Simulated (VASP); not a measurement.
Runs of VASP 6.6.1 on La3Hf. The structure is that of space group Fm-3m (No. 225), or close to it. The cells are those of the table. The cell was generated, and may not be a known phase.

| task | cell | k mesh | cutoff (eV) | gap on the mesh (eV) | pressure (GPa) | relaxed volume (Å³/atom) |
| --- | --- | --- | --- | --- | --- | --- |
| relaxation of cell and atoms | relaxed from a = 4.843 Å, angles 60.0°, 4 atoms | 4 × 4 × 4 | 600 | none | -0.2 | (a) |
| single point | a = 5.636 Å, angles 60.0°, 4 atoms | 4 × 4 × 4 | 520 | none | 0.3 | - |
| single point | a = 5.664 Å, angles 60.0°, 4 atoms | 10 × 10 × 10 | 520 | none | 0.0 | - |
| single point | a = 4.843 Å, angles 60.0°, 4 atoms | 4 × 4 × 4 | 520 | none | 39.1 | - |
| relaxation of cell and atoms | relaxed from a = 5.636 Å, angles 60.0°, 4 atoms | 10 × 10 × 10 | 600 | none | 0.0 | 32.11 |

Alike in all rows: level PBE; potentials or basis VASP PAW PBE potentials, release 64 (La, Hf_pv); no spin polarisation; smearing gaussian 0.1 eV.

Q: Fill in the values left out.

A: (a) 32.06.

Caveats: some runs use coarse meshes; spin-orbit coupling is left out, which moves the levels of the heavy elements; the volume moved by over 15 % at a fixed basis, so the end points are rough (at least some runs); the highest band is partly filled, so the run has too few bands (at least some runs).

A k mesh can miss the band edges, and the runs leave out spin-orbit coupling on Hf, La.

A gap of «none» marks levels without a gap at the run's occupations.
